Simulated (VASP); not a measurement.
# B: single point with LDA

Crystal: B.

```
CELL_PARAMETERS angstrom
1.62456 0.00000 0.00000
0.00000 2.86615 0.00000
0.00000 0.00000 3.91440
ATOMIC_POSITIONS crystal
B 0.99998 0.51209 0.61590
B 0.51403 0.00547 0.39753
```

| Property | Result |
| --- | --- |
| Program | VASP 6.6.1 |
| Task | single point |
| Functional | LDA |
| Potentials or basis | VASP PAW LDA potentials, release 64 (B) |
| Cutoff | 520 eV |
| k mesh | 14 × 8 × 6 |
| Occupations | gaussian, width 0.1 eV |
| Spin | no spin polarisation |
| Dipole correction | no |
| Further INCAR settings | ALGO = Normal; EDIFF = 1e-06; NBANDS = 10 |

```json
{
 "Pressure": "-6.1 GPa",
 "Largest force": "0.320 eV/Å",
 "Band gap on the k mesh": "zero (band 3 reaches 10.91 eV, above the bottom of band 4 at -0.01 eV)"
}
```

Forces on the atoms (eV/Å):
```
B    0.226 -0.158 -0.163
B   -0.226  0.158  0.163
```

Stress tensor (GPa, compression positive):
```
-6.35 -0.15  1.69
-0.15 -6.81 -1.19
 1.69 -1.19 -5.11
```

Levels at points of the mesh, in eV from the Fermi level:
```
           k point  band 1  band 2  band 3  band 4  band 5  band 6
(0.00, 0.00, 0.00)  -15.96   -5.77   -5.33   -2.47    3.01    8.23
(0.50, 0.00, 0.00)   -7.09   -6.90    6.51    6.56    7.12    7.55
(0.00, 0.50, 0.00)  -12.70  -12.52   -3.12   -3.05    4.93    5.04
(0.50, 0.50, 0.00)   -6.19   -6.18    3.47    3.48    8.50    8.52
(0.00, 0.00, 0.50)  -15.70   -8.08   -5.23    1.41    3.20    7.15
(0.50, 0.00, 0.50)   -7.01   -6.83    5.45    5.49    7.18    7.61
(0.00, 0.50, 0.50)  -12.49  -12.31   -4.52   -4.41    9.57    9.83
(0.50, 0.50, 0.50)   -6.13   -6.12    3.61    3.62    7.84    7.85
```

Run time: 58 s on 1 thread of AMD EPYC 7R13, on a shared host, peak memory 0.12 GiB.
